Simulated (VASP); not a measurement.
# TiO2 (Rutile) (P4_2/mnm) in VASP: single point with PBE

Aim: the single point of TiO2 (Rutile) with PBE.

All numbers are computed with VASP 6.6.1; they aren't measurements. Logs are shortened: lines on timing, memory, paths and dates and some standing lists are left out, and cuts for length are marked.

## Step 1: The cell of the first run

It takes space group P4_2/mnm (No. 136, tetragonal). The conventional cell has a = 4.592 Å, b = 4.592 Å, c = 2.957 Å, α = 90.00°, β = 90.00°, γ = 90.00°. Within 2.6 Å of Ti (site symmetry mmm) lie 6 O at 1.95 to 1.98 Å. O (site symmetry m2m) has 3 Ti at 1.95 to 1.98 Å and 1 O at 2.54 Å within 2.6 Å.

## Step 2: Single point, PBE

INCAR

```
PREC     = Accurate       # precision mode
ENCUT    = 520            # plane-wave cutoff, eV
EDIFF    = 1E-6           # SCF threshold, eV
ISMEAR   = -1             # smearing method
SIGMA    = 0.02           # smearing width, eV
LREAL    = False          # projectors in reciprocal space
LASPH    = True           # aspherical terms in the spheres
NELM     = 100            # most SCF steps
ALGO     = Normal         # electronic algorithm
ISIF     = 2              # what is computed and relaxed
LWAVE    = False          # write WAVECAR
LCHARG   = False          # write CHGCAR
GGA      = PE             # functional
NBANDS   = 33             # bands
```

KPOINTS

```
Automatic mesh
0
Gamma
  7 7 10
```

POSCAR

```
TiO2
1.0
    4.5922000000      0.0000000000      0.0000000000
    0.0000000000      4.5922000000      0.0000000000
    0.0000000000      0.0000000000      2.9574000000
Ti O
2 4
Direct
    0.0000000000      0.0000000000      0.0000000000
    0.5000000000      0.5000000000      0.5000000000
    0.3042201823      0.3042201823      0.0000000000
    0.1957798177      0.8042201823      0.5000000000
    0.6957798177      0.6957798177      0.0000000000
    0.8042201823      0.1957798177      0.5000000000
```

Potentials or basis: VASP PAW PBE potentials, release 64 (Ti_sv, O).

Started as:

```bash
> cat potpaw_PBE.64/Ti_sv/POTCAR potpaw_PBE.64/O/POTCAR > POTCAR
> mpirun -np 1 vasp_std > vasp.out
```

OUTCAR:

```text
PREC = Accurate
   ENCUT = 520
   EDIFF = 1E-6
   ISMEAR = -1
   LREAL = False
   LASPH = True
   NELM = 100
   ISIF = 2
   GGA = PE

 ion  position               nearest neighbor table
   1  0.000  0.000  0.000-   4 1.95   6 1.95   4 1.95   6 1.95   5 1.98   3 1.98
   2  0.500  0.500  0.500-   3 1.95   5 1.95   3 1.95   5 1.95   4 1.98   6 1.98
   3  0.304  0.304  0.000-   2 1.95   2 1.95   1 1.98
   4  0.196  0.804  0.500-   1 1.95   1 1.95   2 1.98
   5  0.696  0.696  0.000-   2 1.95   2 1.95   1 1.98
   6  0.804  0.196  0.500-   1 1.95   1 1.95   2 1.98

  LATTYP: Found a simple tetragonal cell.
 ALAT       =     4.5922000000
 C/A-ratio  =     0.6440050520

  Lattice vectors:

 A1 = (   4.5922000000,   0.0000000000,   0.0000000000)
 A2 = (   0.0000000000,   4.5922000000,   0.0000000000)
 A3 = (   0.0000000000,   0.0000000000,   2.9574000000)

Analysis of symmetry for initial positions (statically):
=====================================================================
 Subroutine PRICEL returns:
 Original cell was already a primitive cell.

 Routine SETGRP: Setting up the symmetry group for a
 simple tetragonal supercell.

 Subroutine GETGRP returns: Found 16 space group operations
 (whereof  8 operations were pure point group operations)
 out of a pool of 16 trial point group operations.

The static configuration has the point symmetry D_2h.
 The point group associated with its full space group is D_4h.

Analysis of symmetry for dynamics (positions and initial velocities):
=====================================================================
 Subroutine PRICEL returns:
 Original cell was already a primitive cell.

 Routine SETGRP: Setting up the symmetry group for a
 simple tetragonal supercell.

 Subroutine GETGRP returns: Found 16 space group operations
 (whereof  8 operations were pure point group operations)
 out of a pool of 16 trial point group operations.

The dynamic configuration has the point symmetry D_2h.
 The point group associated with its full space group is D_4h.

 Subroutine INISYM returns: Found 16 space group operations
 (whereof  8 operations are pure point group operations),
 and found     1 'primitive' translations

----------------------------------------------------------------------------------------

                                     Primitive cell

  volume of cell :      62.3665

  direct lattice vectors                    reciprocal lattice vectors
     4.592200000  0.000000000  0.000000000     0.217760550  0.000000000  0.000000000
     0.000000000  4.592200000  0.000000000     0.000000000  0.217760550  0.000000000
     0.000000000  0.000000000  2.957400000     0.000000000  0.000000000  0.338134848

  length of vectors
     4.592200000  4.592200000  2.957400000     0.217760550  0.217760550  0.338134848

  position of ions in fractional coordinates (direct lattice)
     0.000000000  0.000000000  0.000000000
     0.500000000  0.500000000  0.500000000
     0.304220182  0.304220182  0.000000000
     0.195779818  0.804220182  0.500000000
     0.695779818  0.695779818  0.000000000
     0.804220182  0.195779818  0.500000000

  ion indices of the primitive-cell ions
   primitive index   ion index
                 1           1
                 2           2
                 3           3
                 4           4
                 5           5
                 6           6

----------------------------------------------------------------------------------------

 KPOINTS: Automatic mesh

Automatic generation of k-mesh.
 Grid dimensions read from file:
 generate k-points for:    7    7   10

 Generating k-lattice:

  Cartesian coordinates                     Fractional coordinates (reciprocal lattice)
     0.031108650  0.000000000  0.000000000     0.142857143  0.000000000  0.000000000
     0.000000000  0.031108650  0.000000000     0.000000000  0.142857143  0.000000000
     0.000000000  0.000000000  0.033813485     0.000000000  0.000000000  0.100000000

  Length of vectors
     0.031108650  0.031108650  0.033813485

  Shift w.r.t. Gamma in fractional coordinates (k-lattice)
     0.000000000  0.000000000  0.000000000

 Subroutine IBZKPT returns following result:
 ===========================================

 Found     60 irreducible k-points:

 Following reciprocal coordinates:
            Coordinates               Weight
  0.000000  0.000000  0.000000      1.000000
  0.142857  0.000000  0.000000      4.000000
  0.285714  0.000000  0.000000      4.000000
  0.428571  0.000000  0.000000      4.000000
  0.142857  0.142857  0.000000      4.000000
  0.285714  0.142857  0.000000      8.000000
[... 16 lines left out ...]
  0.285714  0.000000  0.200000      8.000000
  0.428571  0.000000  0.200000      8.000000
 [... further k-points ...]
   k-points           NKPTS =     60   k-points in BZ     NKDIM =     60   number of bands    NBANDS=     33
   number of dos      NEDOS =    301   number of ions     NIONS =      6
   total plane-waves  NPLWV =  31104
   dimension x,y,z NGX =    36 NGY =   36 NGZ =   24
   dimension x,y,z NGXF=    72 NGYF=   72 NGZF=   48
   ions per type =               2   4
   NGX,Y,Z   is equivalent  to a cutoff of  13.03, 13.03, 13.49 a.u.
   NGXF,Y,Z  is equivalent  to a cutoff of  26.07, 26.07, 26.98 a.u.
 SYSTEM =  unknown system
   PREC   = accura    normal or accurate (medium, high low for compatibility)
   ISTART =      0    job   : 0-new  1-cont  2-samecut
   ICHARG =      2    charge: 1-file 2-atom 10-const
   ISPIN  =      1    spin polarized calculation?
   LNONCOLLINEAR =      F non collinear calculations
   LSORBIT =      F    spin-orbit coupling
   LASPH  =      T    aspherical Exc in radial PAW
   ENCUT  =  520.0 eV  38.22 Ry    6.18 a.u.   8.54  8.54  5.50*2*pi/ulx,y,z
   NELM   =    100;   NELMIN=  2; NELMDL= -5     # of ELM steps
   EDIFF  = 0.1E-05   stopping-criterion for ELM
   LREAL  =      F    real-space projection
   EDIFFG = 0.1E-04   stopping-criterion for IOM
   NSW    =      0    number of steps for IOM
   IBRION =     -1    ionic relax: 0-MD 1-quasi-New 2-CG
   NFREE  =      0    steps in history (QN), initial steepest desc. (CG)
   ISIF   =      2    stress and relaxation
   ISYM   =      2    0-nonsym 1-usesym 2-fastsym
   POTIM  = 0.5000    time-step for ionic-motion
   TEBEG  =    0.0;   TEEND  =   0.0 temperature during run
   PSTRESS=    0.0 pullay stress
   NELECT =      48.0000    total number of electrons
   NUPDOWN=      -1.0000    fix difference up-down
   EMIN   =  10.00;   EMAX   =-10.00  energy-range for DOS
   EFERMI =   0.00;   METHOD = LEGACY
   ISMEAR =    -1;   SIGMA  =   0.02  broadening in eV -4-tet -1-fermi 0-gaus
   EFERMI_NEDOS =   21; number of points for ismear=-14 and -15
   IALGO  =     38    algorithm
   IMIX   =      4    mixing-type and parameters
     AMIX     =   0.40;   BMIX     =  1.00
     AMIX_MAG =   1.60;   BMIX_MAG =  1.00
  volume/ion in A,a.u.               =      10.39        70.15
  Fermi-wavevector in a.u.,A,eV,Ry     =   1.500277  2.835112 30.624403  2.250830
  Thomas-Fermi vector in A             =   2.611798
   LORBIT       =      0    0 simple, 1 ext, 2 COOP (PROOUT), +10 PAW based schemes
   GGA     = PE    functional components
   LHFCALC =     F    Hartree Fock is set to
   AEXX    =    0.0000 exact exchange contribution
   IVDW    =     0    specifies the selected vdW correction
   LEPSILON=     F    determine dielectric tensor
   LRPA    =     F    only Hartree local field effects (RPA)
 non-spin polarized calculation
  energy-cutoff  :      520.00
  volume of cell :       62.37
 maximum number of plane-waves:      1696
 NGX is ok and might be reduce to    36
   NGX = 17   NGY = 17   NGZ = 11

 number of electron      48.0000019 magnetization

 Free energy of the ion-electron system (eV)
  ---------------------------------------------------
  ext. energy  EPLUGINS =         0.00000000
  ---------------------------------------------------
  free energy    TOTEN  =       -53.64362026 eV

  energy without entropy =      -53.64362026  energy(sigma->0) =      -53.64362026

 E-fermi :   5.3101     XC(G=0): -11.4193

 val. band max:        4.8746824297   @ k =   0.0000   0.0000   0.0000
 cond. band min:       6.7174122244   @ k =   0.0000   0.0000   0.0000
 fundamental gap:      1.8427297947
 Fermi energy:         5.3101035882

 k-point     1 :       0.0000    0.0000    0.0000
  band No.  band energies     occupation
      1     -52.0592      2.00000
      2     -52.0420      2.00000
      3     -28.3676      2.00000
      4     -28.3676      2.00000
      5     -28.2021      2.00000
      6     -28.2021      2.00000
[... 25 lines left out ...]
     32      11.4501      0.00000
     33      11.4504      0.00000

 k-point     2 :       0.1429    0.0000    0.0000
  band No.  band energies     occupation
      1     -52.0584      2.00000
      2     -52.0428      2.00000
      3     -28.3610      2.00000
      4     -28.3604      2.00000
      5     -28.2102      2.00000
      6     -28.2095      2.00000
[... 25 lines left out ...]
     32      11.3787      0.00000
     33      11.3943      0.00000

 k-point     3 :       0.2857    0.0000    0.0000
  band No.  band energies     occupation
      1     -52.0560      2.00000
      2     -52.0452      2.00000
      3     -28.3427      2.00000
      4     -28.3408      2.00000
      5     -28.2316      2.00000
      6     -28.2296      2.00000
[... 25 lines left out ...]
     32      11.2168      0.00000
     33      11.2552      0.00000

 k-point     4 :       0.4286    0.0000    0.0000
  band No.  band energies     occupation
      1     -52.0525      2.00000
      2     -52.0487      2.00000
      3     -28.3195      2.00000
      4     -28.3176      2.00000
      5     -28.2561      2.00000
      6     -28.2542      2.00000
[... 25 lines left out ...]
     32      11.0948      0.00000
     33      11.1186      0.00000

 k-point     5 :       0.1429    0.1429    0.0000
  band No.  band energies     occupation
      1     -52.0576      2.00000
      2     -52.0436      2.00000
      3     -28.3700      2.00000
      4     -28.3397      2.00000
      5     -28.2321      2.00000
      6     -28.2006      2.00000
[... 604 lines left out ...]
 k-point    22 :       0.1429    0.0000    0.2000
  band No.  band energies     occupation
      1     -52.0431      2.00000
      2     -52.0304      2.00000
      3     -28.3328      2.00000
      4     -28.3213      2.00000
      5     -28.3022      2.00000
      6     -28.2926      2.00000
[... 25 lines left out ...]
     32      10.8124      0.00000
     33      10.9681      0.00000

 k-point    23 :       0.2857    0.0000    0.2000
  band No.  band energies     occupation
      1     -52.0411      2.00000
      2     -52.0324      2.00000
      3     -28.3355      2.00000
      4     -28.3125      2.00000
      5     -28.2965      2.00000
      6     -28.2833      2.00000
[... 25 lines left out ...]
     32      10.4662      0.00000
     33      10.9268      0.00000

 k-point    24 :       0.4286    0.0000    0.2000
  band No.  band energies     occupation
      1     -52.0383      2.00000
      2     -52.0352      2.00000
      3     -28.3306      2.00000
      4     -28.3203      2.00000
      5     -28.2816      2.00000
      6     -28.2713      2.00000
[... 25 lines left out ...]
     32      10.2263      0.00000
     33      11.1625      0.00000

 [... further k-points ...]
[... 5 lines left out ...]
  --------------------------------------------------------------------------------------
  -------------------------------------------------------------------------------------
  Total        2.3421288      2.3421288      2.1182316     -0.0000000      0.0000000      0.0000000
  in kB       60.1685703     60.1685703     54.4167220     -0.0000000      0.0000000      0.0000000
  external PRESSURE =      58.2512876 kB  Pullay stress =       0.0000000 kB

 VOLUME and BASIS-vectors are now :
 -----------------------------------------------------------------------------
  energy-cutoff  :      520.00
  volume of cell :       62.37
      direct lattice vectors                 reciprocal lattice vectors
     4.592200000  0.000000000  0.000000000     0.217760550  0.000000000  0.000000000
     0.000000000  4.592200000  0.000000000     0.000000000  0.217760550  0.000000000
     0.000000000  0.000000000  2.957400000     0.000000000  0.000000000  0.338134848

 POSITION                                       TOTAL-FORCE (eV/Angst)
 -----------------------------------------------------------------------------------
      0.00000      0.00000      0.00000        -0.000000      0.000000      0.000000
      2.29610      2.29610      1.47870        -0.000000      0.000000      0.000000
      1.39704      1.39704      0.00000        -0.017551     -0.017551      0.000000
      0.89906      3.69314      1.47870         0.017551     -0.017551      0.000000
      3.19516      3.19516      0.00000         0.017551      0.017551     -0.000000
      3.69314      0.89906      1.47870        -0.017551      0.017551     -0.000000
 -----------------------------------------------------------------------------------
    total drift:                                0.000000      0.000000      0.000000

  FREE ENERGIE OF THE ION-ELECTRON SYSTEM (eV)
  ---------------------------------------------------
  free  energy   TOTEN  =       -53.6436202631 eV

  energy  without entropy=      -53.6436202631  energy(sigma->0) =      -53.64362026
```

It took 44 s on 1 thread of Intel Xeon 6975P-C (Granite Rapids), shared host; peak memory 0.23 GiB.

Results:

- Free energy: -53.6436 eV
- Pressure: 5.8 GPa
- Largest force: 0.025 eV/Å
- Band gap on the k mesh: 1.84 eV, direct

Forces in eV/Å, atoms in the order of the input:
```
Ti   0.000  0.000  0.000
Ti   0.000  0.000  0.000
O   -0.018 -0.018  0.000
O    0.018 -0.018  0.000
O    0.018  0.018  0.000
O   -0.018  0.018  0.000
```

Stress tensor (GPa, compression positive):
```
6.02 0.00 0.00
0.00 6.02 0.00
0.00 0.00 5.44
```

Levels at points of the mesh, in eV from the valence-band top:
```
           k point  band 22  band 23  band 24  band 25  band 26  band 27
(0.00, 0.00, 0.00)    -0.46    -0.46     0.00     1.84     2.13     2.38
(0.00, 0.00, 0.50)    -2.39    -1.43    -1.43     2.96     2.96     3.15
```
